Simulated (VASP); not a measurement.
Write the native input for VASP 6.6.1 that does the following.

```
Task                   : relaxation of cell and atoms
Functional             : r2SCAN
Potentials or basis    : VASP PAW PBE potentials, release 64 (Ru_pv)
Cutoff                 : 600 eV
k mesh                 : 12 × 12 × 2
Occupations            : gaussian, width 0.1 eV
Spin                   : no spin polarisation
Dipole correction      : no
Further INCAR settings : ALGO = Normal; EDIFF = 1e-06; IBRION = 2; EDIFFG = -0.05; NSW = 80; ISIF = 3
```

Ru:

```xyz
4
Lattice="2.7402 0.0000 0.0000 -1.3701 2.3731 0.0000 0.0000 0.0000 8.9452" Properties=species:S:1:pos:R:3 pbc="T T T"
Ru    0.0000    0.0000    0.0000
Ru    0.0000    1.5821    2.2363
Ru    0.0000    0.0000    4.4726
Ru    1.3701    0.7910    6.7089
```

These files were run (other wordings do the same):

POSCAR

```
Ru
1.0
    2.7402486585      0.0000000000      0.0000000000
   -1.3701243293      2.3731249510      0.0000000000
    0.0000000000      0.0000000000      8.9451908318
Ru
4
Direct
    0.0000000000      0.0000000000      0.0000000000
    0.3333333333      0.6666666667      0.2500000000
    0.0000000000      0.0000000000      0.5000000000
    0.6666666667      0.3333333333      0.7500000000
```

INCAR.step1

```
SYSTEM = Ru
PREC = Accurate ; ENCUT = 600
ISMEAR = 0 ; SIGMA = 0.1
LREAL = .False. ; LASPH = .True.
NELM = 80 ; GGA = PE
ALGO = Normal ; EDIFF = 1E-4
LWAVE = .True. ; LCHARG = .False.
```

INCAR.step2

```
SYSTEM = Ru
PREC = Accurate ; ENCUT = 600
EDIFF = 1E-6 ; ISMEAR = 0
SIGMA = 0.1 ; LREAL = .False.
LASPH = .True. ; NELM = 80
ALGO = Normal ; ISIF = 3
LWAVE = .False. ; LCHARG = .False.
METAGGA = R2SCAN ; LMIXTAU = .True.
IBRION = 2 ; NSW = 80
EDIFFG = -0.05 ; ISTART = 1
```

KPOINTS

```
Automatic mesh
0
Gamma
  12 12 2
  0 0 0
```

Potentials or basis: VASP PAW PBE potentials, release 64 (Ru_pv).

Run with:

```console
$ cat potpaw_PBE.64/Ru_pv/POTCAR > POTCAR
$ cp INCAR.step1 INCAR
$ mpirun -np 1 vasp_std > vasp.out
$ cp INCAR.step2 INCAR
$ mpirun -np 1 vasp_std > vasp.out
```

It gave:

```yaml
Relaxed_volume: 13.59 Å³/atom
Relaxed_cell: a = 2.685 Å, b = 2.685 Å, c = 8.704 Å, α = 90.00°, β = 90.00°, γ = 120.00°
Space_group_after_relaxing_to_0.1_Å: P6_3/mmc (No. 194)
Pressure_after_relaxing: 0.0 GPa
Band_gap_on_the_k_mesh: zero (bands 28 and 29 overlap by 3.04 eV)
```

Caveat: the PAW data sets were made with another functional, which shifts forces and pressure a little.

Wall time 14 min on 1 thread of Intel(R) Xeon(R) 6975P-C (Granite Rapids), with other jobs on the host, peak memory 0.26 GiB.
